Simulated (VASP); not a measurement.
Input of a VASP 6.6.1 run:

The input POSCAR:

```
BaO
1.0
    0.0000000000      2.7718674917      2.7718674917
    2.7718674917      0.0000000000      2.7718674917
    2.7718674917      2.7718674917      0.0000000000
Ba O
1 1
Direct
    0.0000000000      0.0000000000      0.0000000000
    0.5000000000      0.5000000000      0.5000000000
```

The input INCAR.step1:

```
ALGO     = Normal         # electronic algorithm
EDIFF    = 1E-5           # SCF threshold, eV
ENCUT    = 520            # plane-wave cutoff, eV
GGA      = PE             # functional
GGA_COMPAT= F            
ISIF     = 2              # what is computed and relaxed
ISMEAR   = 0              # smearing method
LASPH    = T              # aspherical terms in the spheres
LREAL    = F              # projectors in reciprocal space
LWAVE    = T              # write WAVECAR
NBANDS   = 15             # bands
NELM     = 120            # most SCF steps
PREC     = Accurate       # precision mode
SIGMA    = 0.2            # smearing width, eV
```

INCAR.step2

```
ALGO     = Normal         # electronic algorithm
EDIFF    = 1E-6           # SCF threshold, eV
ENCUT    = 520            # plane-wave cutoff, eV
GGA      = PE             # functional
GGA_COMPAT= F            
HFSCREEN = 0.2079         # screening, 1/A
ISIF     = 2              # what is computed and relaxed
ISMEAR   = 0              # smearing method
ISTART   = 1            
LASPH    = T              # aspherical terms in the spheres
LCHARG   = T              # write CHGCAR
LELF     = T              # ELF
LHFCALC  = T              # exact exchange
LREAL    = F              # projectors in reciprocal space
LVHAR    = T            
LWAVE    = F              # write WAVECAR
NBANDS   = 15             # bands
NELM     = 120            # most SCF steps
PREC     = Accurate       # precision mode
PRECFOCK = Normal       
SIGMA    = 0.2            # smearing width, eV
```

Contents of KPOINTS:

```
k-points
0
Gamma
  4 4 4
```

Potentials or basis: VASP PAW PBE potentials, release 64 (Ba_sv, O).

Run with:

```console
$ cat potpaw_PBE.64/Ba_sv/POTCAR potpaw_PBE.64/O/POTCAR > POTCAR
$ cp INCAR.step1 INCAR
$ mpirun -np 1 vasp_std > vasp.out
$ cp INCAR.step2 INCAR
$ mpirun -np 1 vasp_std > vasp.out
```

(1) Predict the pressure.

(2) Estimate the band gap on the k mesh.

Answers

(1) 1.1 GPa.

(2) 3.25 eV.

Caveat: the k points lie up to 0.49 Å⁻¹ apart; the PAW data sets were made with another functional, which shifts forces and pressure a little; spin-orbit coupling is left out, which moves the levels of the heavy elements.
